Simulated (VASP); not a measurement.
A run of VASP 6.6.1 is set up as follows.

INCAR

```
SYSTEM = PdAu2
PREC = Accurate ; ENCUT = 600
EDIFF = 1E-6 ; ISMEAR = 0
SIGMA = 0.1 ; LREAL = .False.
LASPH = .True. ; NELM = 100
ALGO = Fast ; ISIF = 3
LWAVE = .False. ; LCHARG = .False.
GGA = PE ; IBRION = 2
NSW = 100 ; EDIFFG = -0.01
```

File KPOINTS:

```
Automatic mesh
0
Gamma
  8 8 8
  0 0 0
```

The input POSCAR:

```
PdAu2
1.0
    0.0000000000      3.8139994121      3.8139994121
    3.8139994121      0.0000000000      3.8139994121
    3.8139994121      3.8139994121      0.0000000000
Pd Au
2 4
Direct
    0.5000000000      0.5000000000      0.5000000000
    0.7500000000      0.7500000000      0.7500000000
    0.1250000000      0.1250000000      0.1250000000
    0.6250000000      0.1250000000      0.1250000000
    0.1250000000      0.1250000000      0.6250000000
    0.1250000000      0.6250000000      0.1250000000
```

Potentials or basis: VASP PAW PBE potentials, release 64 (Pd, Au).

Command:

```console
$ cat potpaw_PBE.64/Pd/POTCAR potpaw_PBE.64/Au/POTCAR > POTCAR
$ mpirun -np 1 vasp_std > vasp.out
```

Task: Estimate the band gap on the k mesh.

Result: Zero (bands 32 and 33 overlap by 0.84 eV).

Final structure:
```xyz
6
Lattice="0.0000 3.8140 3.8140 3.8140 0.0000 3.8140 3.8140 3.8140 0.0000" Properties=species:S:1:pos:R:3 pbc="T T T"
Pd    3.8140    3.8140    3.8140
Pd    5.7210    5.7210    5.7210
Au    0.9535    0.9535    0.9535
Au    0.9535    2.8605    2.8605
Au    2.8605    2.8605    0.9535
Au    2.8605    0.9535    2.8605
```

Caveat: the relaxation stopped at its first step, so nothing moved; spin-orbit coupling is left out, which moves the levels of the heavy elements.
